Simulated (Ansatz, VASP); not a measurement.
# Cs2AgBiBr6 in VASP and in Ansatz

File INCAR:

```
SYSTEM = Cs2AgBiBr6
PREC = Accurate ; ENCUT = 520
EDIFF = 1E-6 ; ISMEAR = -1
SIGMA = 0.05 ; LREAL = .FALSE.
LASPH = .TRUE. ; NELM = 150
ALGO = Normal ; ISIF = 2
LWAVE = .FALSE. ; LCHARG = .FALSE.
LMAXMIX = 4 ; LDAU = .TRUE.
LDAUTYPE = 2 ; LDAUL = -1 -1 2 -1
LDAUU = 0 0 4 0 ; LDAUJ = 0 0 0 0
LDAUPRINT = 1 ; GGA = PS
NBANDS = 54
```

KPOINTS

```
regular mesh
0
G
  4 4 4
  0 0 0
```

Contents of POSCAR:

```
Cs2AgBiBr6
1.0
    0.0000000000      5.6161000000      5.6161000000
    5.6161000000      0.0000000000      5.6161000000
    5.6161000000      5.6161000000      0.0000000000
Bi Cs Ag Br
1 2 1 6
Direct
    0.0000000000      0.0000000000      0.0000000000
    0.7500000000      0.7500000000      0.7500000000
    0.2500000000      0.2500000000      0.2500000000
    0.5000000000      0.5000000000      0.5000000000
    0.7494500000      0.7494500000      0.2505500000
    0.2505500000      0.2505500000      0.7494500000
    0.7494500000      0.2505500000      0.2505500000
    0.7494500000      0.2505500000      0.7494500000
    0.2505500000      0.7494500000      0.7494500000
    0.2505500000      0.7494500000      0.2505500000
```

Contents of input.yaml:

```yaml
crystal:
  lattice:
    - [0.0, 5.6161, 5.6161]
    - [5.6161, 0.0, 5.6161]
    - [5.6161, 5.6161, 0.0]
  atoms:
    - { symbol: Bi, position: [0.0, 0.0, 0.0] }
    - { symbol: Cs, position: [0.75, 0.75, 0.75] }
    - { symbol: Cs, position: [0.25, 0.25, 0.25] }
    - { symbol: Ag, position: [0.5, 0.5, 0.5] }
    - { symbol: Br, position: [0.74945, 0.74945, 0.25055] }
    - { symbol: Br, position: [0.25055, 0.25055, 0.74945] }
    - { symbol: Br, position: [0.74945, 0.25055, 0.25055] }
    - { symbol: Br, position: [0.74945, 0.25055, 0.74945] }
    - { symbol: Br, position: [0.25055, 0.74945, 0.74945] }
    - { symbol: Br, position: [0.25055, 0.74945, 0.25055] }
hamiltonian:
  xc: pbesol
  pseudopotentials: { kind: paw }
  hubbard: { sites: [{ species: Ag, l: d, u_eff: 4.0 }] }
kpoints:
  mp_grid: { grid: [4, 4, 4] }
scf:
  occupations: { method: fermi_dirac, width: 0.05 }
  n_extra_bands: 25
output:
  forces: true
  stress: true
  eigenvalues: true
  dos: { projected: true, de: 0.05, nscf_kmesh: { grid: [6, 6, 6] } }
```

Alike in both runs: functional PBEsol; k mesh 4 × 4 × 4; occupations fermi-dirac, width 0.05 eV; no spin polarisation; Hubbard terms Ag d U = 4.0 eV.

|  | VASP | Ansatz |
| --- | --- | --- |
| version | VASP 6.6.1 | Ansatz 0.2.0 |
| potentials or method | VASP PAW PBE potentials, release 64 (Bi_d, Cs_sv, Ag, Br) | Ansatz PAW |
| plane-wave cutoff (eV) | 520 | 420 |
| valence electrons in the cell | 86 | 94 |
| task | single point | projected density of states |

VASP gave:

* gap on the k mesh at the Fermi level (eV): 1.50
* least direct gap on the mesh (eV): 2.62
* pressure (GPa): 0.0
* rms of the force components (eV/Å): 0.122

Q: What did Ansatz give for the same quantities?

A: gap on the k mesh at the Fermi level (eV): 1.46; least direct gap on the mesh (eV): 2.58; pressure (GPa): 0.1; rms of the force components (eV/Å): 0.089.

VASP's potentials were made for PBE, not for PBEsol. The programs project onto different local orbitals, so the same U acts differently, and such runs can settle in different states. Atom by atom the forces differ by 0.034 eV/Å (rms over components). VASP's potentials hold 86 valence electrons a cell and Ansatz's 94, so a difference there can come from the potentials and not from the codes.

Spin-orbit coupling is off throughout.
